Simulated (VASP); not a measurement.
# SnSe (Fm-3m) in VASP: a series of runs, part 2 of 2

VASP 6.6.1. The steps go on from the part before.

## Step 5: Single point, PBE (strain +4.0%)

INCAR reads:

```
SYSTEM = SnSe
PREC = Accurate
ENCUT = 500
EDIFF = 1E-6
ISMEAR = -1
SIGMA = 0.02
LREAL = .False.
LASPH = .True.
NELM = 120
ALGO = Normal
ISIF = 2
LWAVE = .False.
LCHARG = .False.
GGA = PE
NBANDS = 17
GGA_COMPAT = .False.
```

KPOINTS reads:

```
Automatic mesh
0
Gamma
  8 8 8
  0 0 0
```

POSCAR reads:

```
SnSe
1.0
    0.0000000000      3.1221976799      3.1221976799
    3.1221976799      0.0000000000      3.1221976799
    3.1221976799      3.1221976799      0.0000000000
Sn Se
1 1
Direct
    0.0000000000      0.0000000000      0.0000000000
    0.5000000000      0.5000000000      0.5000000000
```

Potentials or basis: VASP PAW PBE potentials, release 64 (Sn_d, Se).

Command:

```sh
$ cat potpaw_PBE.64/Sn_d/POTCAR potpaw_PBE.64/Se/POTCAR > POTCAR
$ mpirun -np 1 vasp_std > vasp.out
```

OUTCAR:

```text
SYSTEM = SnSe
   PREC = Accurate
   ENCUT = 500
   EDIFF = 1E-6
   ISMEAR = -1
   LREAL = .False.
   LASPH = .True.
   NELM = 120
   ISIF = 2
   GGA = PE

 ion  position               nearest neighbor table
   1  0.000  0.000  0.000-   2 3.12   2 3.12   2 3.12   2 3.12   2 3.12   2 3.12
   2  0.500  0.500  0.500-   1 3.12   1 3.12   1 3.12   1 3.12   1 3.12   1 3.12

  LATTYP: Found a face centered cubic cell.
 ALAT       =     6.2443953598

  Lattice vectors:

 A1 = (   0.0000000000,   3.1221976799,   3.1221976799)
 A2 = (   3.1221976799,   0.0000000000,   3.1221976799)
 A3 = (   3.1221976799,   3.1221976799,   0.0000000000)

Analysis of symmetry for initial positions (statically):
=====================================================================
 Subroutine PRICEL returns:
 Original cell was already a primitive cell.

 Routine SETGRP: Setting up the symmetry group for a
 face centered cubic supercell.

 Subroutine GETGRP returns: Found 48 space group operations
 (whereof 48 operations were pure point group operations)
[... 156 lines left out ...]
  ---------------------------------------------------
  ext. energy  EPLUGINS =         0.00000000
  ---------------------------------------------------
  free energy    TOTEN  =        -8.15677414 eV

  energy without entropy =       -8.15670683  energy(sigma->0) =       -8.15674049

 E-fermi :   4.5753     XC(G=0):  -9.1083

 val. band max:        4.4998698550   @ k =   0.5000   0.0000   0.0000
 cond. band min:       4.6506940259   @ k =   0.5000   0.0000   0.0000
 fundamental gap:      0.1508241709
 Fermi energy:         4.5752819408

 k-point     1 :       0.0000    0.0000    0.0000
  band No.  band energies     occupation
      1     -17.2253      2.00000
      2     -17.2253      2.00000
      3     -17.2253      2.00000
      4     -17.2195      2.00000
      5     -17.2195      2.00000
      6      -8.7437      2.00000
[... 457 lines left out ...]
      4     -17.2190      2.00000
      5     -17.2159      2.00000
      6      -7.9283      2.00000
[... 9 lines left out ...]
     16      14.8881      0.00000
     17      15.0701      0.00000

 [... further k-points ...]
[... 5 lines left out ...]
  --------------------------------------------------------------------------------------
  -------------------------------------------------------------------------------------
  Total       -1.3987082     -1.3987082     -1.3987082     -0.0000000      0.0000000      0.0000000
  in kB      -36.8151464    -36.8151464    -36.8151464     -0.0000000      0.0000000      0.0000000
  external PRESSURE =     -36.8151464 kB  Pullay stress =       0.0000000 kB

 VOLUME and BASIS-vectors are now :
 -----------------------------------------------------------------------------
  energy-cutoff  :      500.00
  volume of cell :       60.87
      direct lattice vectors                 reciprocal lattice vectors
     0.000000000  3.122197680  3.122197680    -0.160143608  0.160143608  0.160143608
     3.122197680  0.000000000  3.122197680     0.160143608 -0.160143608  0.160143608
     3.122197680  3.122197680  0.000000000     0.160143608  0.160143608 -0.160143608

 POSITION                                       TOTAL-FORCE (eV/Angst)
 -----------------------------------------------------------------------------------
      0.00000      0.00000      0.00000         0.000000     -0.000000     -0.000000
      3.12220      3.12220      3.12220        -0.000000      0.000000      0.000000
 -----------------------------------------------------------------------------------
    total drift:                                0.000000     -0.000000     -0.000000

  FREE ENERGIE OF THE ION-ELECTRON SYSTEM (eV)
  ---------------------------------------------------
  free  energy   TOTEN  =        -8.1567741377 eV

  energy  without entropy=       -8.1567068326  energy(sigma->0) =       -8.15674049
```

OSZICAR:

```text
N       E                     dE             d eps       ncg     rms          rms(c)
DAV:   1     0.135765512361E+03    0.13577E+03   -0.95497E+03   996   0.133E+03
DAV:   2     0.533072696346E+01   -0.13043E+03   -0.12642E+03  1091   0.351E+02
DAV:   3    -0.802594618677E+01   -0.13357E+02   -0.13256E+02  1161   0.961E+01
DAV:   4    -0.840644007842E+01   -0.38049E+00   -0.38018E+00  1158   0.173E+01
DAV:   5    -0.841827719576E+01   -0.11837E-01   -0.11837E-01  1441   0.299E+00    0.272E+00
DAV:   6    -0.815329328424E+01    0.26498E+00   -0.74986E-01  1339   0.442E+00    0.153E+00
DAV:   7    -0.815433117555E+01   -0.10379E-02   -0.95317E-02  1108   0.132E+00    0.862E-01
DAV:   8    -0.815689113715E+01   -0.25600E-02   -0.10640E-02  1190   0.852E-01    0.134E-01
DAV:   9    -0.815664856994E+01    0.24257E-03   -0.17785E-03  1341   0.281E-01    0.694E-02
DAV:  10    -0.815676423586E+01   -0.11567E-03   -0.24876E-04  1139   0.838E-02    0.161E-02
DAV:  11    -0.815677351410E+01   -0.92782E-05   -0.18885E-05  1246   0.346E-02    0.332E-03
DAV:  12    -0.815677413773E+01   -0.62363E-06   -0.15087E-06  1192   0.115E-02
   1 F= -.81567741E+01 E0= -.81567405E+01  d E =-.673052E-04
```

stdout:

```text
POSCAR found type information on POSCAR SnSe
 POSCAR found :  2 types and       2 ions
 scaLAPACK will be used
 LDA part: xc-table for (Slater+PW92), standard interpolation
 POSCAR, INCAR and KPOINTS ok, starting setup
 FFT: planning ... GRIDC
 FFT: planning ... GRID_SOFT
 FFT: planning ... GRID
 WAVECAR not read
 entering main loop
```

Wall time 34 s (1 thread of Intel Xeon 8259CL, shared host); peak memory 0.19 GiB.

Results:

- Free energy: -8.1568 eV
- Pressure: -3.7 GPa
- Band gap on the k mesh: 0.15 eV

Caveat: the cell differs from its parent crystal (strain +4.0%); the cell stands under tension; spin-orbit coupling is left out, which moves the levels of the heavy elements.

## Step 6: Single point, HSE06 (strain -2.0%)

POSCAR reads:

```
SnSe
1.0
    0.0000000000      2.9420708907      2.9420708907
    2.9420708907      0.0000000000      2.9420708907
    2.9420708907      2.9420708907      0.0000000000
Sn Se
1 1
Direct
    0.0000000000      0.0000000000      0.0000000000
    0.5000000000      0.5000000000      0.5000000000
```

INCAR.step1 reads:

```
SYSTEM = SnSe
PREC = Accurate ; ENCUT = 400
EDIFF = 1E-5 ; ISMEAR = -1
SIGMA = 0.02 ; LREAL = .FALSE.
LASPH = .TRUE. ; NELM = 120
ALGO = Normal ; ISIF = 2
LWAVE = .TRUE. ; LCHARG = .FALSE.
NBANDS = 17 ; GGA = PE
GGA_COMPAT = .FALSE.
```

INCAR.step2 reads:

```
SYSTEM = SnSe
PREC = Accurate ; ENCUT = 400
EDIFF = 1E-6 ; ISMEAR = -1
SIGMA = 0.02 ; LREAL = .FALSE.
LASPH = .TRUE. ; NELM = 120
ALGO = Normal ; ISIF = 2
LWAVE = .FALSE. ; LCHARG = .FALSE.
GGA = PE ; LHFCALC = .TRUE.
HFSCREEN = 0.2079 ; PRECFOCK = Normal
NBANDS = 17 ; ISTART = 1
GGA_COMPAT = .FALSE.
```

KPOINTS reads:

```
Automatic mesh
0
G
  6 6 6
  0 0 0
```

Potentials or basis: VASP PAW PBE potentials, release 64 (Sn_d, Se).

Command:

```sh
$ cat potpaw_PBE.64/Sn_d/POTCAR potpaw_PBE.64/Se/POTCAR > POTCAR
$ cp INCAR.step1 INCAR
$ mpirun -np 1 vasp_std > vasp.out
$ cp INCAR.step2 INCAR
$ mpirun -np 1 vasp_std > vasp.out
```

OUTCAR:

```text
SYSTEM = SnSe
   PREC = Accurate
   ENCUT = 400
   EDIFF = 1E-6
   ISMEAR = -1
   LREAL = .FALSE.
   LASPH = .TRUE.
   NELM = 120
   ISIF = 2
   GGA = PE
   LHFCALC = .TRUE.
   HFSCREEN = 0.2079
   PRECFOCK = Normal
   ISTART = 1

 ion  position               nearest neighbor table
   1  0.000  0.000  0.000-   2 2.94   2 2.94   2 2.94   2 2.94   2 2.94   2 2.94
   2  0.500  0.500  0.500-   1 2.94   1 2.94   1 2.94   1 2.94   1 2.94   1 2.94

  LATTYP: Found a face centered cubic cell.
 ALAT       =     5.8841417814

  Lattice vectors:

 A1 = (   0.0000000000,   2.9420708907,   2.9420708907)
 A2 = (   2.9420708907,   0.0000000000,   2.9420708907)
 A3 = (   2.9420708907,   2.9420708907,   0.0000000000)

Analysis of symmetry for initial positions (statically):
=====================================================================
 Subroutine PRICEL returns:
 Original cell was already a primitive cell.

 Routine SETGRP: Setting up the symmetry group for a
 face centered cubic supercell.

 Subroutine GETGRP returns: Found 48 space group operations
 (whereof 48 operations were pure point group operations)
 out of a pool of 48 trial point group operations.

The static configuration has the point symmetry O_h .

Analysis of symmetry for dynamics (positions and initial velocities):
=====================================================================
 Subroutine PRICEL returns:
 Original cell was already a primitive cell.

 Routine SETGRP: Setting up the symmetry group for a
 face centered cubic supercell.

 Subroutine GETGRP returns: Found 48 space group operations
 (whereof 48 operations were pure point group operations)
 out of a pool of 48 trial point group operations.

The dynamic configuration has the point symmetry O_h .

 Subroutine INISYM returns: Found 48 space group operations
 (whereof 48 operations are pure point group operations),
 and found     1 'primitive' translations

----------------------------------------------------------------------------------------

                                     Primitive cell

  volume of cell :      50.9318

  direct lattice vectors                    reciprocal lattice vectors
     0.000000000  2.942070891  2.942070891    -0.169948318  0.169948318  0.169948318
     2.942070891  0.000000000  2.942070891     0.169948318 -0.169948318  0.169948318
     2.942070891  2.942070891  0.000000000     0.169948318  0.169948318 -0.169948318

  length of vectors
     4.160716555  4.160716555  4.160716555     0.294359122  0.294359122  0.294359122

  position of ions in fractional coordinates (direct lattice)
     0.000000000  0.000000000  0.000000000
     0.500000000  0.500000000  0.500000000

  ion indices of the primitive-cell ions
   primitive index   ion index
                 1           1
                 2           2

----------------------------------------------------------------------------------------

 KPOINTS: Automatic mesh

Automatic generation of k-mesh.
 Grid dimensions read from file:
 generate k-points for:    6    6    6

 Generating k-lattice:

  Cartesian coordinates                     Fractional coordinates (reciprocal lattice)
    -0.028324720  0.028324720  0.028324720     0.166666667  0.000000000  0.000000000
     0.028324720 -0.028324720  0.028324720     0.000000000  0.166666667  0.000000000
     0.028324720  0.028324720 -0.028324720     0.000000000  0.000000000  0.166666667

  Length of vectors
     0.049059854  0.049059854  0.049059854

  Shift w.r.t. Gamma in fractional coordinates (k-lattice)
     0.000000000  0.000000000  0.000000000

 Subroutine IBZKPT returns following result:
 ===========================================

 Found     16 irreducible k-points:

 Following reciprocal coordinates:
            Coordinates               Weight
  0.000000  0.000000  0.000000      1.000000
  0.166667  0.000000  0.000000      8.000000
  0.333333  0.000000  0.000000      8.000000
  0.500000  0.000000  0.000000      4.000000
  0.166667  0.166667  0.000000      6.000000
  0.333333  0.166667  0.000000     24.000000
[... 8 lines left out ...]
 -0.333333  0.333333  0.166667     24.000000
 -0.333333  0.500000  0.166667     12.000000
   k-points           NKPTS =     16   k-points in BZ     NKDIM =    216   number of bands    NBANDS=     17
   number of dos      NEDOS =    301   number of ions     NIONS =      2
   total plane-waves  NPLWV =  21952
   dimension x,y,z NGX =    28 NGY =   28 NGZ =   28
   dimension x,y,z NGXF=    56 NGYF=   56 NGZF=   56
   ions per type =               1   1
   NGX,Y,Z   is equivalent  to a cutoff of  11.19, 11.19, 11.19 a.u.
   NGXF,Y,Z  is equivalent  to a cutoff of  22.38, 22.38, 22.38 a.u.
 SYSTEM =  SnSe
   PREC   = accura    normal or accurate (medium, high low for compatibility)
   ISTART =      1    job   : 0-new  1-cont  2-samecut
   ICHARG =      0    charge: 1-file 2-atom 10-const
   ISPIN  =      1    spin polarized calculation?
   LNONCOLLINEAR =      F non collinear calculations
   LSORBIT =      F    spin-orbit coupling
   LASPH  =      T    aspherical Exc in radial PAW
   ENCUT  =  400.0 eV  29.40 Ry    5.42 a.u.   6.79  6.79  6.79*2*pi/ulx,y,z
   NELM   =    120;   NELMIN=  2; NELMDL=  0     # of ELM steps
   EDIFF  = 0.1E-05   stopping-criterion for ELM
   LREAL  =      F    real-space projection
   EDIFFG = 0.1E-04   stopping-criterion for IOM
   NSW    =      0    number of steps for IOM
   IBRION =     -1    ionic relax: 0-MD 1-quasi-New 2-CG
   NFREE  =      0    steps in history (QN), initial steepest desc. (CG)
   ISIF   =      2    stress and relaxation
   ISYM   =      3    0-nonsym 1-usesym 2-fastsym
   POTIM  = 0.5000    time-step for ionic-motion
   TEBEG  =    0.0;   TEEND  =   0.0 temperature during run
   PSTRESS=    0.0 pullay stress
   NELECT =      20.0000    total number of electrons
   NUPDOWN=      -1.0000    fix difference up-down
   EMIN   =  10.00;   EMAX   =-10.00  energy-range for DOS
   EFERMI =   0.00;   METHOD = LEGACY
   ISMEAR =    -1;   SIGMA  =   0.02  broadening in eV -4-tet -1-fermi 0-gaus
   EFERMI_NEDOS =   21; number of points for ismear=-14 and -15
   IALGO  =     38    algorithm
   IMIX   =      1    mixing-type and parameters
     AMIX     =   0.40;   BMIX     =  1.00
     AMIX_MAG =   1.60;   BMIX_MAG =  1.00
  volume/ion in A,a.u.               =      25.47       171.85
  Fermi-wavevector in a.u.,A,eV,Ry     =   1.198823  2.265447 19.553971  1.437176
  Thomas-Fermi vector in A             =   2.334702
   LORBIT       =      0    0 simple, 1 ext, 2 COOP (PROOUT), +10 PAW based schemes
   GGA     = PE    functional components
   LHFCALC =     T    Hartree Fock is set to
   PRECFOCK=normal    Normal, Fast or Accurate (Low or Medium for compatibility)
   ENCUT4O =  -1.0   cutoff for four orbital integrals eV
   NKREDX  =     1    reduce k-point grid by
   NKREDY  =     1    reduce k-point grid by
   NKREDZ  =     1    reduce k-point grid by
   AEXX    =    0.2500 exact exchange contribution
   HFSCREEN=    0.2079 screening length (either q_TF or 0.3 A-1)
   HFSCREENC=   0.2079 screening length for correlation (either q_TF or 0.3 A-1)
   ENCUTFOCK=  -1.0 apply spherical cutoff to Coloumb kernel
   IVDW    =     0    specifies the selected vdW correction
   LEPSILON=     F    determine dielectric tensor
   LRPA    =     F    only Hartree local field effects (RPA)
 non-spin polarized calculation
  energy-cutoff  :      400.00
  volume of cell :       50.93
 maximum number of plane-waves:       941
  NGX = 24; NGY = 24; NGZ = 24

 number of electron      19.9999997 magnetization

 Free energy of the ion-electron system (eV)
  ---------------------------------------------------
  ext. energy  EPLUGINS =         0.00000000
  ---------------------------------------------------
  free energy    TOTEN  =        -9.74215437 eV

  energy without entropy =       -9.74215437  energy(sigma->0) =       -9.74215437

 E-fermi :   6.7950     XC(G=0):  -8.2447

 val. band max:        6.4076207753   @ k =   0.5000   0.0000   0.0000
 cond. band min:       7.1729306276   @ k =   0.5000   0.0000   0.0000
 fundamental gap:      0.7653098523
 Fermi energy:         6.7950181333

 k-point     1 :       0.0000    0.0000    0.0000
  band No.  band energies     occupation
      1     -17.7013      2.00000
      2     -17.7013      2.00000
      3     -17.6915      2.00000
      4     -17.6915      2.00000
      5     -17.6915      2.00000
      6      -9.7791      2.00000
[... 297 lines left out ...]
      4     -17.6764      2.00000
      5     -17.6681      2.00000
      6      -8.1431      2.00000
[... 9 lines left out ...]
     16      18.6169      0.00000
     17      20.0019      0.00000

------------------------ aborting loop because EDIFF is reached ----------------------------------------

  FORCE on cell =-STRESS in cart. coord.  units (eV):
  Direction    XX          YY          ZZ          XY          YZ          ZX
  --------------------------------------------------------------------------------------
  -------------------------------------------------------------------------------------
  Total        1.0624395      1.0624395      1.0624395     -0.0000000      0.0000000      0.0000000
  in kB       33.4214578     33.4214578     33.4214578     -0.0000000      0.0000000      0.0000000
  external PRESSURE =      33.4214578 kB  Pullay stress =       0.0000000 kB

 VOLUME and BASIS-vectors are now :
 -----------------------------------------------------------------------------
  energy-cutoff  :      400.00
  volume of cell :       50.93
      direct lattice vectors                 reciprocal lattice vectors
     0.000000000  2.942070891  2.942070891    -0.169948318  0.169948318  0.169948318
     2.942070891  0.000000000  2.942070891     0.169948318 -0.169948318  0.169948318
     2.942070891  2.942070891  0.000000000     0.169948318  0.169948318 -0.169948318

 POSITION                                       TOTAL-FORCE (eV/Angst)
 -----------------------------------------------------------------------------------
      0.00000      0.00000      0.00000         0.000000     -0.000000     -0.000000
      2.94207      2.94207      2.94207        -0.000000      0.000000      0.000000
 -----------------------------------------------------------------------------------
    total drift:                               -0.000000     -0.000003     -0.000004

  FREE ENERGIE OF THE ION-ELECTRON SYSTEM (eV)
  ---------------------------------------------------
  free  energy   TOTEN  =        -9.7421543741 eV

  energy  without entropy=       -9.7421543739  energy(sigma->0) =       -9.74215437
```

It took 1.6 h on 1 thread of Intel Xeon 8259CL, shared host; peak memory 0.28 GiB.

Results:

| Quantity | Value |
| --- | --- |
| Free energy | -9.7422 eV |
| Pressure | 3.3 GPa |
| Band gap on the k mesh | 0.77 eV |

Caveat: the cell differs from its parent crystal (strain -2.0%); the cell stands under pressure; the PAW data sets were made with another functional, which shifts forces and pressure a little; spin-orbit coupling is left out, which moves the levels of the heavy elements. A k mesh can miss the band edges.

## Step 7: Overview

```tsv
level	cell	k mesh	cutoff (eV)	grid for exact exchange (PRECFOCK)	share of exact exchange	screening parameter	gap on the mesh (eV)	pressure (GPa)
PBE	a = 4.288 Å, angles 60.0°, 2 atoms	8 × 8 × 8	500	-	-	-	0.49	-0.2
PBE	a = 4.331 Å, angles 60.0°, 2 atoms	8 × 8 × 8	500	-	-	-	0.37	-1.5
PBE	a = 4.373 Å, angles 60.0°, 2 atoms	8 × 8 × 8	500	-	-	-	0.25	-2.7
PBE	a = 4.415 Å, angles 60.0°, 2 atoms	8 × 8 × 8	500	-	-	-	0.15	-3.7
HSE06	a = 4.161 Å, angles 60.0°, 2 atoms	6 × 6 × 6	400	Normal	0.25	0.2079 1/Å	0.77	3.3
```

Alike in all rows: task single point; potentials or basis VASP PAW PBE potentials, release 64 (Sn_d, Se); no spin polarisation; smearing fermi-dirac 0.02 eV.

Caveats: spin-orbit coupling is left out, which moves the levels of the heavy elements; the cell stands under tension (at least some runs); the cell stands under pressure (at least some runs); the PAW data sets were made with another functional, which shifts forces and pressure a little (at least some runs).

Absolute energies hang on the potentials; compare differences alone.
